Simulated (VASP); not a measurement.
# CuSi16 (a cell with a defect) in VASP: a series of runs

CuSi16 (a cell with a defect) is run at these levels: PBEsol; tasks: single point.

Everything below comes from runs of VASP 6.6.1. Logs are shortened: lines on timing, memory, paths and dates and some standing lists are left out, and cuts for length are marked.

**1. The cell of the first run**

The cell holds a defect, 17 atoms: a = 7.679 Å, b = 7.679 Å, c = 7.679 Å, α = 60.00°, β = 60.00°, γ = 60.00°.

**2. Single point, PBEsol**

INCAR

```
SYSTEM = CuSi16
  PREC = Accurate
  ENCUT = 520
  EDIFF = 1E-7
  ISMEAR = 0
  SIGMA = 0.05
  LREAL = Auto
  LASPH = .True.
  NELM = 100
  ALGO = Normal
  ISIF = 2
  LWAVE = .False.
  LCHARG = .False.
  GGA = PS
  NBANDS = 52
  NELECT = 74.0
```

KPOINTS

```
Automatic mesh
0
Gamma
  2 2 2
  0 0 0
```

POSCAR

```
CuSi16
1.0
    0.0000000000      5.4300000000      5.4300000000
    5.4300000000      0.0000000000      5.4300000000
    5.4300000000      5.4300000000      0.0000000000
Si Cu
16 1
Direct
    0.0103365410     -0.0010385205     -0.0012719526
    0.1423832960      0.1183589656      0.1181121224
    0.0067507224     -0.0172781209      0.5066940476
    0.1261447196      0.1147608913      0.6260917257
    0.0067500445      0.5069348568     -0.0175518702
    0.1261440524      0.6263243964      0.1144969165
   -0.0123078443      0.4878901274      0.4876342830
    0.1116899721      0.6119030847      0.6116291318
    0.5132062368      0.0134143060      0.0131437305
    0.6372080722      0.1374058663      0.1371500284
    0.4987808843     -0.0010384360      0.5102767063
    0.6181667779      0.1183596731      0.6423207611
    0.4987821720      0.5105406105     -0.0012705632
    0.6181726144      0.6425912462      0.1181187028
    0.4825088682      0.5069370471      0.5066955756
    0.6145566642      0.6263249170      0.6260916005
    0.8125085063      0.3127241890      0.3124453537
```

Potentials or basis: VASP PAW PBE potentials, release 64 (Si, Cu).

Command:

```sh
$ cat potpaw_PBE.64/Si/POTCAR potpaw_PBE.64/Cu/POTCAR > POTCAR
$ mpirun -np 1 vasp_std > vasp.out
```

OUTCAR:

```text
SYSTEM = CuSi16
   PREC = Accurate
   ENCUT = 520
   EDIFF = 1E-7
   ISMEAR = 0
   LREAL = Auto
   LASPH = .True.
   NELM = 100
   ISIF = 2
   GGA = PS
   NELECT = 74.0

 ion  position               nearest neighbor table
   1  0.010  0.999  0.999-   2 2.33   4 2.34   6 2.34  10 2.35
   2  0.142  0.118  0.118-   1 2.33   9 2.34  17 2.35   5 2.44   3 2.44
   3  0.007  0.983  0.507-   4 2.33   8 2.34  17 2.35   2 2.44  12 2.44
   4  0.126  0.115  0.626-   3 2.33  11 2.34   1 2.34   7 2.35
   5  0.007  0.507  0.982-   6 2.33   8 2.34  17 2.35   2 2.44  14 2.44
   6  0.126  0.626  0.114-   5 2.33   1 2.34  13 2.34   7 2.35
   7  0.988  0.488  0.488-   8 2.33   4 2.35  16 2.35   6 2.35
   8  0.112  0.612  0.612-   7 2.33   5 2.34  15 2.34   3 2.34
   9  0.513  0.013  0.013-  10 2.33  14 2.34   2 2.34  12 2.34
  10  0.637  0.137  0.137-   9 2.33  11 2.35   1 2.35  13 2.35
  11  0.499  0.999  0.510-  12 2.33   4 2.34  16 2.34  10 2.35
  12  0.618  0.118  0.642-  11 2.33   9 2.34  17 2.35  15 2.44   3 2.44
  13  0.499  0.511  0.999-  14 2.33  16 2.34   6 2.34  10 2.35
  14  0.618  0.643  0.118-  13 2.33   9 2.34  17 2.35  15 2.44   5 2.44
  15  0.483  0.507  0.507-  16 2.33   8 2.34  17 2.35  12 2.44  14 2.44
  16  0.615  0.626  0.626-  15 2.33  11 2.34  13 2.34   7 2.35
  17  0.813  0.313  0.312-   5 2.35  15 2.35   3 2.35  14 2.35   2 2.35  12 2.35

  LATTYP: Found a face centered cubic cell.
 ALAT       =    10.8600000000

  Lattice vectors:

 A1 = (   0.0000000000,   5.4300000000,   5.4300000000)
 A2 = (   5.4300000000,   0.0000000000,   5.4300000000)
 A3 = (   5.4300000000,   5.4300000000,   0.0000000000)

Analysis of symmetry for initial positions (statically):
=====================================================================
 Subroutine PRICEL returns:
 Original cell was already a primitive cell.

 Routine SETGRP: Setting up the symmetry group for a
 face centered cubic supercell.

 Subroutine GETGRP returns: Found  1 space group operations
 (whereof  1 operations were pure point group operations)
 out of a pool of 48 trial point group operations.

The static configuration has the point symmetry C_1 .

Analysis of symmetry for dynamics (positions and initial velocities):
=====================================================================
 Subroutine PRICEL returns:
 Original cell was already a primitive cell.

 Routine SETGRP: Setting up the symmetry group for a
 face centered cubic supercell.

 Subroutine GETGRP returns: Found  1 space group operations
 (whereof  1 operations were pure point group operations)
 out of a pool of 48 trial point group operations.

The dynamic configuration has the point symmetry C_1 .

 Subroutine INISYM returns: Found  1 space group operations
 (whereof  1 operations are pure point group operations),
 and found     1 'primitive' translations

----------------------------------------------------------------------------------------

                                     Primitive cell

  volume of cell :     320.2060

  direct lattice vectors                    reciprocal lattice vectors
     0.000000000  5.430000000  5.430000000    -0.092081031  0.092081031  0.092081031
     5.430000000  0.000000000  5.430000000     0.092081031 -0.092081031  0.092081031
     5.430000000  5.430000000  0.000000000     0.092081031  0.092081031 -0.092081031

  length of vectors
     7.679179644  7.679179644  7.679179644     0.159489025  0.159489025  0.159489025

  position of ions in fractional coordinates (direct lattice)
     0.010336541  0.998961479  0.998728047
     0.142383296  0.118358966  0.118112122
     0.006750722  0.982721879  0.506694048
     0.126144720  0.114760891  0.626091726
     0.006750045  0.506934857  0.982448130
     0.126144052  0.626324396  0.114496917
[... 9 lines left out ...]
     0.614556664  0.626324917  0.626091600
     0.812508506  0.312724189  0.312445354

  ion indices of the primitive-cell ions
   primitive index   ion index
                 1           1
                 2           2
                 3           3
                 4           4
                 5           5
                 6           6
[... 9 lines left out ...]
                16          16
                17          17

----------------------------------------------------------------------------------------

 KPOINTS: Automatic mesh

Automatic generation of k-mesh.
 Grid dimensions read from file:
 generate k-points for:    2    2    2

 Generating k-lattice:

  Cartesian coordinates                     Fractional coordinates (reciprocal lattice)
    -0.046040516  0.046040516  0.046040516     0.500000000  0.000000000  0.000000000
     0.046040516 -0.046040516  0.046040516     0.000000000  0.500000000  0.000000000
     0.046040516  0.046040516 -0.046040516     0.000000000  0.000000000  0.500000000

  Length of vectors
     0.079744512  0.079744512  0.079744512

  Shift w.r.t. Gamma in fractional coordinates (k-lattice)
     0.000000000  0.000000000  0.000000000

 Subroutine IBZKPT returns following result:
 ===========================================

 Found      8 irreducible k-points:

 Following reciprocal coordinates:
            Coordinates               Weight
  0.000000  0.000000  0.000000      1.000000
  0.500000  0.000000  0.000000      1.000000
  0.000000  0.500000  0.000000      1.000000
  0.000000  0.000000  0.500000      1.000000
  0.500000  0.500000  0.500000      1.000000
  0.500000  0.500000  0.000000      1.000000
  0.000000  0.500000  0.500000      1.000000
  0.500000  0.000000  0.500000      1.000000
   k-points           NKPTS =      8   k-points in BZ     NKDIM =      8   number of bands    NBANDS=     52
   number of dos      NEDOS =    301   number of ions     NIONS =     17
   total plane-waves  NPLWV = 216000
   dimension x,y,z NGX =    60 NGY =   60 NGZ =   60
   dimension x,y,z NGXF=   120 NGYF=  120 NGZF=  120
   ions per type =              16   1
   NGX,Y,Z   is equivalent  to a cutoff of  12.99, 12.99, 12.99 a.u.
   NGXF,Y,Z  is equivalent  to a cutoff of  25.98, 25.98, 25.98 a.u.
 SYSTEM =  CuSi16
   PREC   = accura    normal or accurate (medium, high low for compatibility)
   ISTART =      0    job   : 0-new  1-cont  2-samecut
   ICHARG =      2    charge: 1-file 2-atom 10-const
   ISPIN  =      1    spin polarized calculation?
   LNONCOLLINEAR =      F non collinear calculations
   LSORBIT =      F    spin-orbit coupling
   LASPH  =      T    aspherical Exc in radial PAW
   ENCUT  =  520.0 eV  38.22 Ry    6.18 a.u.  14.28 14.28 14.28*2*pi/ulx,y,z
   NELM   =    100;   NELMIN=  2; NELMDL= -5     # of ELM steps
   EDIFF  = 0.1E-06   stopping-criterion for ELM
   LREAL  =      T    real-space projection
   EDIFFG = 0.1E-05   stopping-criterion for IOM
   NSW    =      0    number of steps for IOM
   IBRION =     -1    ionic relax: 0-MD 1-quasi-New 2-CG
   NFREE  =      0    steps in history (QN), initial steepest desc. (CG)
   ISIF   =      2    stress and relaxation
   ISYM   =      2    0-nonsym 1-usesym 2-fastsym
   POTIM  = 0.5000    time-step for ionic-motion
   TEBEG  =    0.0;   TEEND  =   0.0 temperature during run
   PSTRESS=    0.0 pullay stress
   NELECT =      74.0000    total number of electrons
   NUPDOWN=      -1.0000    fix difference up-down
   EMIN   =  10.00;   EMAX   =-10.00  energy-range for DOS
   EFERMI =   0.00;   METHOD = LEGACY
   ISMEAR =     0;   SIGMA  =   0.05  broadening in eV -4-tet -1-fermi 0-gaus
   EFERMI_NEDOS =   21; number of points for ismear=-14 and -15
   IALGO  =     38    algorithm
   IMIX   =      4    mixing-type and parameters
     AMIX     =   0.40;   BMIX     =  1.00
     AMIX_MAG =   1.60;   BMIX_MAG =  1.00
  volume/ion in A,a.u.               =      18.84       127.11
  Fermi-wavevector in a.u.,A,eV,Ry     =   1.004636  1.898488 13.732283  1.009294
  Thomas-Fermi vector in A             =   2.137265
   LORBIT       =      0    0 simple, 1 ext, 2 COOP (PROOUT), +10 PAW based schemes
   GGA     = PS    functional components
   LHFCALC =     F    Hartree Fock is set to
   AEXX    =    0.0000 exact exchange contribution
   IVDW    =     0    specifies the selected vdW correction
   LEPSILON=     F    determine dielectric tensor
   LRPA    =     F    only Hartree local field effects (RPA)
 non-spin polarized calculation
 Gauss-broadening in eV      SIGMA  =   0.05
  energy-cutoff  :      520.00
  volume of cell :      320.21
 maximum number of plane-waves:      8646
 NGX is ok and might be reduce to    60
   NGX = 29   NGY = 29   NGZ = 29

 number of electron      73.9999994 magnetization

 Free energy of the ion-electron system (eV)
  ---------------------------------------------------
  ext. energy  EPLUGINS =         0.00000000
  ---------------------------------------------------
  free energy    TOTEN  =      -100.06084163 eV

  energy without entropy =     -100.05727144  energy(sigma->0) =     -100.05905653

 E-fermi :   6.3415     XC(G=0):  -9.7629

 val. band max:        6.2976572044   @ k =   0.0000   0.0000   0.0000
 cond. band min:       6.3983149009   @ k =   0.0000   0.0000   0.0000
 fundamental gap:      0.1006576966
 Fermi energy:         6.3414623649

 k-point     1 :       0.0000    0.0000    0.0000
  band No.  band energies     occupation
      1      -5.9798      2.00000
      2      -3.6169      2.00000
      3      -3.5681      2.00000
      4      -3.5681      2.00000
      5      -3.5172      2.00000
      6      -2.0120      2.00000
[... 41 lines left out ...]
     48       8.3624      0.00000
     49       8.3625      0.00000

 k-point     2 :       0.5000    0.0000    0.0000
  band No.  band energies     occupation
      1      -5.2651      2.00000
      2      -5.0645      2.00000
      3      -3.3906      2.00000
      4      -3.3018      2.00000
      5      -3.1716      2.00000
      6      -3.1519      2.00000
[... 304 lines left out ...]
 k-point     8 :       0.5000    0.0000    0.5000
  band No.  band energies     occupation
      1      -5.0259      2.00000
      2      -4.7778      2.00000
      3      -3.9912      2.00000
      4      -3.8456      2.00000
      5      -3.8149      2.00000
      6      -3.7895      2.00000
[... 41 lines left out ...]
     48      10.3067      0.00000
     49      10.3214      0.00000
 [bands above 49 left out]

------------------------ aborting loop because EDIFF is reached ----------------------------------------

  FORCE on cell =-STRESS in cart. coord.  units (eV):
  Direction    XX          YY          ZZ          XY          YZ          ZX
  --------------------------------------------------------------------------------------
  -------------------------------------------------------------------------------------
  Total       -5.0847383     -5.0851135     -5.0834934      0.6047795      0.6043480      0.6037903
  in kB      -25.4419095    -25.4437867    -25.4356807      3.0260642      3.0239054      3.0211148
  external PRESSURE =     -25.4404590 kB  Pullay stress =       0.0000000 kB

 VOLUME and BASIS-vectors are now :
 -----------------------------------------------------------------------------
  energy-cutoff  :      520.00
  volume of cell :      320.21
      direct lattice vectors                 reciprocal lattice vectors
     0.000000000  5.430000000  5.430000000    -0.092081031  0.092081031  0.092081031
     5.430000000  0.000000000  5.430000000     0.092081031 -0.092081031  0.092081031
     5.430000000  5.430000000  0.000000000     0.092081031  0.092081031 -0.092081031

 POSITION                                       TOTAL-FORCE (eV/Angst)
 -----------------------------------------------------------------------------------
     10.84745      5.47922      5.48049        -0.003419      0.004317      0.003790
      1.28404      1.41449      1.41583         0.007837      0.003089      0.002170
      8.08753      2.78801      5.37284        -0.004600     -0.006352     -0.004626
      4.02283      4.08464      1.30812        -0.003216      0.001809     -0.003497
      8.08735      5.37135      2.78931        -0.003834     -0.004023     -0.004880
      4.02266      1.30668      4.08590        -0.002948     -0.002946      0.002149
[... 9 lines left out ...]
      6.80062      6.73672      6.73799         0.001709     -0.003173     -0.002725
      3.39467      6.10850      6.11001        -0.000023      0.001033     -0.000272
 -----------------------------------------------------------------------------------
    total drift:                               -0.003021     -0.006743     -0.002919

  FREE ENERGIE OF THE ION-ELECTRON SYSTEM (eV)
  ---------------------------------------------------
  free  energy   TOTEN  =      -100.0608416272 eV

  energy  without entropy=     -100.0572714363  energy(sigma->0) =     -100.05905653
```

Run time: 4.2 min. Hardware: 1 thread of Intel Xeon 6975P-C (Granite Rapids), shared host; peak memory 0.48 GiB.

What came out:

```
Free energy   : -100.0608 eV
Largest force : 0.009 eV/Å
```

Forces on the atoms (eV/Å):
```
Si  -0.003  0.004  0.004
Si   0.008  0.003  0.002
Si  -0.005 -0.006 -0.005
Si  -0.003  0.002 -0.003
Si  -0.004 -0.004 -0.005
Si  -0.003 -0.003  0.002
Si  -0.002 -0.003 -0.002
Si   0.005  0.005  0.005
Si  -0.005 -0.006 -0.005
Si   0.003  0.003  0.002
Si   0.004  0.005 -0.004
Si   0.002  0.003  0.008
Si   0.004 -0.004  0.004
Si   0.003  0.008  0.002
Si  -0.006 -0.004 -0.004
Si   0.002 -0.003 -0.003
Cu   0.000  0.001  0.000
```

Levels at points of the mesh, in eV from the Fermi level:
```
           k point  band 34  band 35  band 36  band 37  band 38  band 39  band 40  band 41
(0.00, 0.00, 0.00)    -1.13    -0.53    -0.18    -0.04     0.06     0.06     0.47     0.47
(0.50, 0.00, 0.00)    -1.07    -0.98    -0.90    -0.71     0.60     0.96     1.03     1.21
(0.00, 0.50, 0.00)    -1.07    -0.98    -0.90    -0.71     0.60     0.96     1.03     1.21
(0.00, 0.00, 0.50)    -1.07    -0.98    -0.90    -0.71     0.60     0.96     1.03     1.21
(0.50, 0.50, 0.50)    -0.90    -0.90    -0.51    -0.51     0.52     0.90     1.39     1.39
(0.50, 0.50, 0.00)    -1.68    -1.46    -1.44    -1.15     0.65     0.76     1.82     2.02
(0.00, 0.50, 0.50)    -1.68    -1.46    -1.44    -1.15     0.65     0.76     1.82     2.02
(0.50, 0.00, 0.50)    -1.68    -1.46    -1.44    -1.15     0.65     0.76     1.82     2.02
```

Caveat: the k points lie up to 0.50 Å⁻¹ apart; the cell carries a net charge on a neutralising background, which shifts energy and pressure; the cell is charged against a uniform background, so pressure and absolute levels hang on convention; the PAW data sets were made with another functional, which shifts forces and pressure a little.

**3. Single point, PBEsol**

INCAR

```
SYSTEM = CuSi16
ALGO = Normal
EDIFF = 1E-7
ENCUT = 520
GGA = PS
ISIF = 2
ISMEAR = 0
LASPH = .TRUE.
LCHARG = .FALSE.
LREAL = Auto
LWAVE = .FALSE.
NBANDS = 52
NELECT = 74.0
NELM = 60
PREC = Accurate
SIGMA = 0.05
```

KPOINTS

```
k-points
0
G
  2 2 2
  0 0 0
```

POSCAR

```
CuSi16
1.0
    0.0000000000      5.4300000000      5.4300000000
    5.4300000000      0.0000000000      5.4300000000
    5.4300000000      5.4300000000      0.0000000000
Si Cu
16 1
Direct
   -0.0078107350     -0.0012896011     -0.0013060253
    0.0878991985      0.1374355503      0.1374204986
   -0.0078080952     -0.0012946027      0.5105825790
    0.1334664526      0.1146255150      0.6260419162
   -0.0078083544      0.5105979016     -0.0013103439
    0.1334661000      0.6260580114      0.1146090522
    0.0369446960      0.4877514893      0.4877349909
    0.1334678681      0.6260534102      0.6260380412
    0.4599886951      0.0134067111      0.0133881833
    0.6213205770      0.1181225927      0.1181078494
    0.5042919007     -0.0172846085      0.5065812904
    0.6213256700      0.1181231166      0.6426255286
    0.5042913928      0.5065982348     -0.0173000304
    0.6213258254      0.6426438006      0.1181066088
    0.5042894458      0.5066082927      0.5065904885
    0.6649146358      0.6117679293      0.6117531478
    0.5662913370      0.3113151568      0.3112966546
```

Potentials or basis: VASP PAW PBE potentials, release 64 (Si, Cu).

Command:

```sh
$ cat potpaw_PBE.64/Si/POTCAR potpaw_PBE.64/Cu/POTCAR > POTCAR
$ mpirun -np 1 vasp_std > vasp.out
```

Run time: 4 min. Hardware: 1 thread of Intel Xeon 6975P-C (Granite Rapids), shared host; peak memory 0.47 GiB.

It converged, with:

```yaml
Free_energy: -100.0609 eV
Largest_force: 0.009 eV/Å
```

Forces on the atoms (eV/Å):
```
Si  -0.004 -0.002 -0.002
Si   0.001 -0.001 -0.001
Si   0.002  0.004 -0.002
Si  -0.001  0.001 -0.003
Si   0.002 -0.002  0.004
Si  -0.001 -0.003  0.001
Si   0.000  0.001  0.001
Si   0.003  0.001  0.001
Si  -0.005  0.006  0.006
Si   0.001 -0.004 -0.004
Si  -0.005  0.005 -0.002
Si   0.005 -0.001 -0.005
Si  -0.005 -0.002  0.005
Si   0.005 -0.005 -0.001
Si   0.001  0.005  0.005
Si   0.003 -0.003 -0.003
Cu  -0.001  0.000  0.000
```

Levels at points of the mesh, in eV from the Fermi level:
```
           k point  band 35  band 36  band 37  band 38  band 39  band 40
(0.00, 0.00, 0.00)    -0.53    -0.18    -0.04     0.06     0.06     0.47
(0.50, 0.00, 0.00)    -0.90    -0.51    -0.51     0.51     0.89     1.39
(0.00, 0.50, 0.00)    -0.98    -0.90    -0.71     0.60     0.96     1.03
(0.50, 0.50, 0.50)    -0.98    -0.90    -0.71     0.60     0.96     1.03
(0.50, 0.50, 0.00)    -1.46    -1.44    -1.15     0.65     0.76     1.82
(0.00, 0.50, 0.50)    -1.46    -1.44    -1.15     0.65     0.76     1.82
```

Caveat: the k points lie up to 0.50 Å⁻¹ apart; the cell carries a net charge on a neutralising background, which shifts energy and pressure; the cell is charged against a uniform background, so pressure and absolute levels hang on convention; the PAW data sets were made with another functional, which shifts forces and pressure a little.
